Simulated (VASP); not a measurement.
# LiCl (Fm-3m) in VASP: further runs

Runs on LiCl. Level: LDA. Tasks: single point.

Everything below comes from runs of VASP 6.6.1. Logs are shortened: lines on timing, memory, paths and dates and some standing lists are left out, and cuts for length are marked.

### 1 The cell of the first run

The structure is cubic, space group Fm-3m (No. 225). The conventional cell has a = 5.172 Å, b = 5.172 Å, c = 5.172 Å, α = 90.00°, β = 90.00°, γ = 90.00°. Li (site symmetry m-3m) has 6 Cl at 2.59 Å within 3.4 Å. Cl (site symmetry m-3m) has 6 Li at 2.59 Å within 3.4 Å.

### 2 Single point, LDA

Input file INCAR:

```
SYSTEM = LiCl
ALGO     = Normal         ! electronic algorithm
EDIFF    = 1E-6           ! SCF threshold, eV
ENCUT    = 750            ! plane-wave cutoff, eV
GGA      = CA             ! functional
GGA_COMPAT= .False.      
ISIF     = 2              ! what is computed and relaxed
ISMEAR   = 0              ! smearing method
LASPH    = .True.         ! aspherical terms in the spheres
LCHARG   = .False.        ! write CHGCAR
LREAL    = .False.        ! projectors in reciprocal space
LWAVE    = .False.        ! write WAVECAR
NBANDS   = 12             ! bands
NELM     = 120            ! most SCF steps
PREC     = Accurate       ! precision mode
SIGMA    = 0.01           ! smearing width, eV
```

Input file KPOINTS:

```
k-points
0
Gamma
  6 6 6
  0 0 0
```

Input file POSCAR:

```
LiCl
1.0
    0.0000000000      2.5859674076      2.5859674076
    2.5859674076      0.0000000000      2.5859674076
    2.5859674076      2.5859674076      0.0000000000
Li Cl
1 1
Direct
    0.0000000000      0.0000000000      0.0000000000
    0.5000000000      0.5000000000      0.5000000000
```

Potentials or basis: VASP PAW LDA potentials, release 64 (Li_sv, Cl).

On the command line:

```sh
$ cat potpaw_LDA.64/Li_sv/POTCAR potpaw_LDA.64/Cl/POTCAR > POTCAR
$ mpirun -np 1 vasp_std > vasp.out
```

OUTCAR:

```text
SYSTEM = LiCl
   EDIFF = 1E-6
   ENCUT = 750
   GGA = CA
   ISIF = 2
   ISMEAR = 0
   LASPH = .True.
   LREAL = .False.
   NELM = 120
   PREC = Accurate

 ion  position               nearest neighbor table
   1  0.000  0.000  0.000-   2 2.59   2 2.59   2 2.59   2 2.59   2 2.59   2 2.59
   2  0.500  0.500  0.500-   1 2.59   1 2.59   1 2.59   1 2.59   1 2.59   1 2.59

  LATTYP: Found a face centered cubic cell.
 ALAT       =     5.1719348152

  Lattice vectors:

 A1 = (   0.0000000000,   2.5859674076,   2.5859674076)
 A2 = (   2.5859674076,   0.0000000000,   2.5859674076)
 A3 = (   2.5859674076,   2.5859674076,   0.0000000000)

Analysis of symmetry for initial positions (statically):
=====================================================================
 Subroutine PRICEL returns:
 Original cell was already a primitive cell.

 Routine SETGRP: Setting up the symmetry group for a
 face centered cubic supercell.

 Subroutine GETGRP returns: Found 48 space group operations
 (whereof 48 operations were pure point group operations)
 out of a pool of 48 trial point group operations.

The static configuration has the point symmetry O_h .

Analysis of symmetry for dynamics (positions and initial velocities):
=====================================================================
 Subroutine PRICEL returns:
 Original cell was already a primitive cell.

 Routine SETGRP: Setting up the symmetry group for a
 face centered cubic supercell.

 Subroutine GETGRP returns: Found 48 space group operations
 (whereof 48 operations were pure point group operations)
 out of a pool of 48 trial point group operations.

The dynamic configuration has the point symmetry O_h .

 Subroutine INISYM returns: Found 48 space group operations
 (whereof 48 operations are pure point group operations),
 and found     1 'primitive' translations

----------------------------------------------------------------------------------------

                                     Primitive cell

  volume of cell :      34.5859

  direct lattice vectors                    reciprocal lattice vectors
     0.000000000  2.585967408  2.585967408    -0.193351238  0.193351238  0.193351238
     2.585967408  0.000000000  2.585967408     0.193351238 -0.193351238  0.193351238
     2.585967408  2.585967408  0.000000000     0.193351238  0.193351238 -0.193351238

  length of vectors
     3.657110180  3.657110180  3.657110180     0.334894168  0.334894168  0.334894168

  position of ions in fractional coordinates (direct lattice)
     0.000000000  0.000000000  0.000000000
     0.500000000  0.500000000  0.500000000

  ion indices of the primitive-cell ions
   primitive index   ion index
                 1           1
                 2           2

----------------------------------------------------------------------------------------

 KPOINTS: k-points

Automatic generation of k-mesh.
 Grid dimensions read from file:
 generate k-points for:    6    6    6

 Generating k-lattice:

  Cartesian coordinates                     Fractional coordinates (reciprocal lattice)
    -0.032225206  0.032225206  0.032225206     0.166666667  0.000000000  0.000000000
     0.032225206 -0.032225206  0.032225206     0.000000000  0.166666667  0.000000000
     0.032225206  0.032225206 -0.032225206     0.000000000  0.000000000  0.166666667

  Length of vectors
     0.055815695  0.055815695  0.055815695

  Shift w.r.t. Gamma in fractional coordinates (k-lattice)
     0.000000000  0.000000000  0.000000000

 Subroutine IBZKPT returns following result:
 ===========================================

 Found     16 irreducible k-points:

 Following reciprocal coordinates:
            Coordinates               Weight
  0.000000  0.000000  0.000000      1.000000
  0.166667  0.000000  0.000000      8.000000
  0.333333  0.000000  0.000000      8.000000
  0.500000  0.000000  0.000000      4.000000
  0.166667  0.166667  0.000000      6.000000
  0.333333  0.166667  0.000000     24.000000
[... 8 lines left out ...]
 -0.333333  0.333333  0.166667     24.000000
 -0.333333  0.500000  0.166667     12.000000
   k-points           NKPTS =     16   k-points in BZ     NKDIM =     16   number of bands    NBANDS=     12
   number of dos      NEDOS =    301   number of ions     NIONS =      2
   total plane-waves  NPLWV =  46656
   dimension x,y,z NGX =    36 NGY =   36 NGZ =   36
   dimension x,y,z NGXF=    72 NGYF=   72 NGZF=   72
   ions per type =               1   1
   NGX,Y,Z   is equivalent  to a cutoff of  16.36, 16.36, 16.36 a.u.
   NGXF,Y,Z  is equivalent  to a cutoff of  32.73, 32.73, 32.73 a.u.
 SYSTEM =  LiCl
   PREC   = accura    normal or accurate (medium, high low for compatibility)
   ISTART =      0    job   : 0-new  1-cont  2-samecut
   ICHARG =      2    charge: 1-file 2-atom 10-const
   ISPIN  =      1    spin polarized calculation?
   LNONCOLLINEAR =      F non collinear calculations
   LSORBIT =      F    spin-orbit coupling
   LASPH  =      T    aspherical Exc in radial PAW
   ENCUT  =  750.0 eV  55.12 Ry    7.42 a.u.   8.17  8.17  8.17*2*pi/ulx,y,z
   NELM   =    120;   NELMIN=  2; NELMDL= -5     # of ELM steps
   EDIFF  = 0.1E-05   stopping-criterion for ELM
   LREAL  =      F    real-space projection
   EDIFFG = 0.1E-04   stopping-criterion for IOM
   NSW    =      0    number of steps for IOM
   IBRION =     -1    ionic relax: 0-MD 1-quasi-New 2-CG
   NFREE  =      0    steps in history (QN), initial steepest desc. (CG)
   ISIF   =      2    stress and relaxation
   ISYM   =      2    0-nonsym 1-usesym 2-fastsym
   POTIM  = 0.5000    time-step for ionic-motion
   TEBEG  =    0.0;   TEEND  =   0.0 temperature during run
   PSTRESS=    0.0 pullay stress
   NELECT =      10.0000    total number of electrons
   NUPDOWN=      -1.0000    fix difference up-down
   EMIN   =  10.00;   EMAX   =-10.00  energy-range for DOS
   EFERMI =   0.00;   METHOD = LEGACY
   ISMEAR =     0;   SIGMA  =   0.01  broadening in eV -4-tet -1-fermi 0-gaus
   EFERMI_NEDOS =   21; number of points for ismear=-14 and -15
   IALGO  =     38    algorithm
   IMIX   =      4    mixing-type and parameters
     AMIX     =   0.40;   BMIX     =  1.00
     AMIX_MAG =   1.60;   BMIX_MAG =  1.00
  volume/ion in A,a.u.               =      17.29       116.70
  Fermi-wavevector in a.u.,A,eV,Ry     =   1.082535  2.045694 15.944411  1.171881
  Thomas-Fermi vector in A             =   2.218578
   LORBIT       =      0    0 simple, 1 ext, 2 COOP (PROOUT), +10 PAW based schemes
   GGA     = CA    functional components
   LHFCALC =     F    Hartree Fock is set to
   AEXX    =    0.0000 exact exchange contribution
   IVDW    =     0    specifies the selected vdW correction
   LEPSILON=     F    determine dielectric tensor
   LRPA    =     F    only Hartree local field effects (RPA)
 non-spin polarized calculation
 Gauss-broadening in eV      SIGMA  =   0.01
  energy-cutoff  :      750.00
  volume of cell :       34.59
 maximum number of plane-waves:      1639
 NGX is ok and might be reduce to    36
   NGX = 17   NGY = 17   NGZ = 17

 number of electron      10.0000000 magnetization

 Free energy of the ion-electron system (eV)
  ---------------------------------------------------
  ext. energy  EPLUGINS =         0.00000000
  ---------------------------------------------------
  free energy    TOTEN  =        -8.04068300 eV

  energy without entropy =       -8.04068300  energy(sigma->0) =       -8.04068300

 E-fermi :   0.4335     XC(G=0):  -9.0603

 val. band max:        0.2671259513   @ k =   0.0000   0.0000   0.0000
 cond. band min:       6.1246413237   @ k =   0.0000   0.0000   0.0000
 fundamental gap:      5.8575153724
 Fermi energy:         0.4335326658

 k-point     1 :       0.0000    0.0000    0.0000
  band No.  band energies     occupation
      1     -42.2323      2.00000
      2     -12.9739      2.00000
      3       0.2671      2.00000
      4       0.2671      2.00000
      5       0.2671      2.00000
      6       6.1246      0.00000
      7      11.9782      0.00000
      8      11.9782      0.00000
      9      11.9782      0.00000
     10      14.2360      0.00000
     11      14.2360      0.00000
     12      14.2360      0.00000

 k-point     2 :       0.1667    0.0000    0.0000
  band No.  band energies     occupation
      1     -42.2315      2.00000
      2     -12.8465      2.00000
      3      -0.5979      2.00000
      4       0.1996      2.00000
      5       0.1996      2.00000
      6       6.8255      0.00000
      7      10.8664      0.00000
      8      11.4638      0.00000
      9      11.4638      0.00000
     10      13.1992      0.00000
     11      13.1992      0.00000
     12      14.9048      0.00000

 k-point     3 :       0.3333    0.0000    0.0000
  band No.  band energies     occupation
      1     -42.2301      2.00000
      2     -12.5697      2.00000
      3      -1.9492      2.00000
      4       0.0753      2.00000
      5       0.0753      2.00000
      6       6.9330      0.00000
      7      10.0029      0.00000
      8      10.0029      0.00000
      9      11.5216      0.00000
     10      15.1102      0.00000
     11      15.1102      0.00000
     12      15.7190      0.00000
[... 166 lines left out ...]
 k-point    15 :      -0.3333    0.3333    0.1667
  band No.  band energies     occupation
      1     -42.2287      2.00000
      2     -12.2474      2.00000
      3      -2.0887      2.00000
      4      -1.4599      2.00000
      5      -0.5106      2.00000
      6       8.8076      0.00000
      7       9.3057      0.00000
      8      10.8482      0.00000
      9      11.0258      0.00000
     10      15.0899      0.00000
     11      15.8206      0.00000
     12      18.4980      0.00000

 k-point    16 :      -0.3333    0.5000    0.1667
  band No.  band energies     occupation
      1     -42.2285      2.00000
      2     -12.1852      2.00000
      3      -2.2532      2.00000
      4      -1.3796      2.00000
      5      -0.7953      2.00000
      6       8.6735      0.00000
      7       9.3756      0.00000
      8      11.2032      0.00000
      9      11.2610      0.00000
     10      14.6472      0.00000
     11      17.0999      0.00000
     12      18.8134      0.00000

------------------------ aborting loop because EDIFF is reached ----------------------------------------

  FORCE on cell =-STRESS in cart. coord.  units (eV):
  Direction    XX          YY          ZZ          XY          YZ          ZX
  --------------------------------------------------------------------------------------
  -------------------------------------------------------------------------------------
  Total       -0.8410867     -0.8410867     -0.8410867      0.0000000      0.0000000     -0.0000000
  in kB      -38.9629858    -38.9629858    -38.9629858      0.0000000      0.0000000     -0.0000000
  external PRESSURE =     -38.9629858 kB  Pullay stress =       0.0000000 kB

 VOLUME and BASIS-vectors are now :
 -----------------------------------------------------------------------------
  energy-cutoff  :      750.00
  volume of cell :       34.59
      direct lattice vectors                 reciprocal lattice vectors
     0.000000000  2.585967408  2.585967408    -0.193351238  0.193351238  0.193351238
     2.585967408  0.000000000  2.585967408     0.193351238 -0.193351238  0.193351238
     2.585967408  2.585967408  0.000000000     0.193351238  0.193351238 -0.193351238

 POSITION                                       TOTAL-FORCE (eV/Angst)
 -----------------------------------------------------------------------------------
      0.00000      0.00000      0.00000         0.000000      0.000000      0.000000
      2.58597      2.58597      2.58597        -0.000000     -0.000000     -0.000000
 -----------------------------------------------------------------------------------
    total drift:                                0.000000      0.000000      0.000000

  FREE ENERGIE OF THE ION-ELECTRON SYSTEM (eV)
  ---------------------------------------------------
  free  energy   TOTEN  =        -8.0406829958 eV

  energy  without entropy=       -8.0406829958  energy(sigma->0) =       -8.04068300
```

Run time: 5.9 s. Hardware: 1 thread of Intel Xeon 6975P-C (Granite Rapids), shared host; peak memory 0.16 GiB.

Results:

```yaml
Free_energy: -8.0407 eV
Pressure: -3.9 GPa
Band_gap_on_the_k_mesh: 5.86 eV, direct
```

LDA gaps usually lie below the measured ones, often by a third to a half.

### 3 Single point, LDA

This run uses another cell than the first one, of 17.71 Å³/atom, 1.024 times its volume.

Input file INCAR:

```
SYSTEM = LiCl
ALGO     = Normal         ! electronic algorithm
EDIFF    = 1E-6           ! SCF threshold, eV
ENCUT    = 750            ! plane-wave cutoff, eV
GGA      = CA             ! functional
GGA_COMPAT= .FALSE.      
ISIF     = 2              ! what is computed and relaxed
ISMEAR   = 0              ! smearing method
LASPH    = .TRUE.         ! aspherical terms in the spheres
LCHARG   = .FALSE.        ! write CHGCAR
LREAL    = .FALSE.        ! projectors in reciprocal space
LWAVE    = .FALSE.        ! write WAVECAR
NBANDS   = 12             ! bands
NELM     = 120            ! most SCF steps
PREC     = Accurate       ! precision mode
SIGMA    = 0.01           ! smearing width, eV
```

Input file KPOINTS:

```
k-points
0
G
  6 6 6
  0 0 0
```

Input file POSCAR:

```
LiCl
1.0
    0.0000000000      2.6068228841      2.6068228841
    2.6068228841      0.0000000000      2.6068228841
    2.6068228841      2.6068228841      0.0000000000
Li Cl
1 1
Direct
    0.0000000000      0.0000000000      0.0000000000
    0.5000000000      0.5000000000      0.5000000000
```

Potentials or basis: VASP PAW LDA potentials, release 64 (Li_sv, Cl).

On the command line:

```sh
$ cat potpaw_LDA.64/Li_sv/POTCAR potpaw_LDA.64/Cl/POTCAR > POTCAR
$ mpirun -np 1 vasp_std > vasp.out
```

OUTCAR:

```text
SYSTEM = LiCl
   EDIFF = 1E-6
   ENCUT = 750
   GGA = CA
   ISIF = 2
   ISMEAR = 0
   LASPH = .TRUE.
   LREAL = .FALSE.
   NELM = 120
   PREC = Accurate

 ion  position               nearest neighbor table
   1  0.000  0.000  0.000-   2 2.61   2 2.61   2 2.61   2 2.61   2 2.61   2 2.61
   2  0.500  0.500  0.500-   1 2.61   1 2.61   1 2.61   1 2.61   1 2.61   1 2.61

  LATTYP: Found a face centered cubic cell.
 ALAT       =     5.2136457682

  Lattice vectors:

 A1 = (   0.0000000000,   2.6068228841,   2.6068228841)
 A2 = (   2.6068228841,   0.0000000000,   2.6068228841)
 A3 = (   2.6068228841,   2.6068228841,   0.0000000000)

Analysis of symmetry for initial positions (statically):
=====================================================================
 Subroutine PRICEL returns:
 Original cell was already a primitive cell.

 Routine SETGRP: Setting up the symmetry group for a
 face centered cubic supercell.

 Subroutine GETGRP returns: Found 48 space group operations
 (whereof 48 operations were pure point group operations)
 out of a pool of 48 trial point group operations.

[... 167 lines left out ...]
      3       0.0921      2.00000
      4       0.0921      2.00000
      5       0.0921      2.00000
      6       5.8192      0.00000
      7      11.7775      0.00000
      8      11.7775      0.00000
      9      11.7775      0.00000
     10      13.9222      0.00000
     11      13.9222      0.00000
     12      13.9222      0.00000
[... 211 lines left out ...]
 k-point    16 :      -0.3333    0.5000    0.1667
  band No.  band energies     occupation
      1     -42.4466      2.00000
      2     -12.3259      2.00000
      3      -2.3332      2.00000
      4      -1.4892      2.00000
      5      -0.9308      2.00000
      6       8.4304      0.00000
      7       9.1727      0.00000
      8      10.9277      0.00000
      9      10.9470      0.00000
     10      14.3027      0.00000
     11      16.7749      0.00000
     12      18.5194      0.00000

------------------------ aborting loop because EDIFF is reached ----------------------------------------

  FORCE on cell =-STRESS in cart. coord.  units (eV):
  Direction    XX          YY          ZZ          XY          YZ          ZX
  --------------------------------------------------------------------------------------
  -------------------------------------------------------------------------------------
  Total       -0.9755138     -0.9755138     -0.9755138      0.0000000     -0.0000000      0.0000000
  in kB      -44.1143054    -44.1143054    -44.1143054      0.0000000     -0.0000000      0.0000000
  external PRESSURE =     -44.1143054 kB  Pullay stress =       0.0000000 kB

 VOLUME and BASIS-vectors are now :
 -----------------------------------------------------------------------------
  energy-cutoff  :      750.00
  volume of cell :       35.43
      direct lattice vectors                 reciprocal lattice vectors
     0.000000000  2.606822884  2.606822884    -0.191804362  0.191804362  0.191804362
     2.606822884  0.000000000  2.606822884     0.191804362 -0.191804362  0.191804362
     2.606822884  2.606822884  0.000000000     0.191804362  0.191804362 -0.191804362

 POSITION                                       TOTAL-FORCE (eV/Angst)
 -----------------------------------------------------------------------------------
      0.00000      0.00000      0.00000         0.000000     -0.000000      0.000000
      2.60682      2.60682      2.60682        -0.000000      0.000000     -0.000000
 -----------------------------------------------------------------------------------
    total drift:                                0.000000      0.000000      0.000000

  FREE ENERGIE OF THE ION-ELECTRON SYSTEM (eV)
  ---------------------------------------------------
  free  energy   TOTEN  =        -8.0190612123 eV

  energy  without entropy=       -8.0190612123  energy(sigma->0) =       -8.01906121
```

OSZICAR:

```text
N       E                     dE             d eps       ncg     rms          rms(c)
DAV:   1     0.496041818744E+02    0.49604E+02   -0.50138E+03   384   0.973E+02
DAV:   2    -0.469264250540E+01   -0.54297E+02   -0.52316E+02   516   0.164E+02
DAV:   3    -0.798734896450E+01   -0.32947E+01   -0.32825E+01   504   0.407E+01
DAV:   4    -0.810014923953E+01   -0.11280E+00   -0.11278E+00   540   0.735E+00
DAV:   5    -0.810124436465E+01   -0.10951E-02   -0.10951E-02   512   0.733E-01    0.229E+00
DAV:   6    -0.802733910784E+01    0.73905E-01   -0.14355E-01   460   0.163E+00    0.158E+00
DAV:   7    -0.801932509711E+01    0.80140E-02   -0.32522E-02   592   0.884E-01    0.808E-01
DAV:   8    -0.801907866647E+01    0.24643E-03   -0.26751E-03   548   0.360E-01    0.147E-01
DAV:   9    -0.801905011889E+01    0.28548E-04   -0.16416E-04   500   0.840E-02    0.415E-02
DAV:  10    -0.801906154455E+01   -0.11426E-04   -0.13419E-05   460   0.241E-02    0.134E-02
DAV:  11    -0.801906121228E+01    0.33227E-06   -0.22568E-06   440   0.966E-03
   1 F= -.80190612E+01 E0= -.80190612E+01  d E =-.214232E-25
```

Wall time 5.5 s (1 thread of Intel Xeon 6975P-C (Granite Rapids), shared host); peak memory 0.16 GiB.

Results:

```yaml
Free_energy: -8.0191 eV
Pressure: -4.4 GPa
Band_gap_on_the_k_mesh: 5.73 eV, direct
```
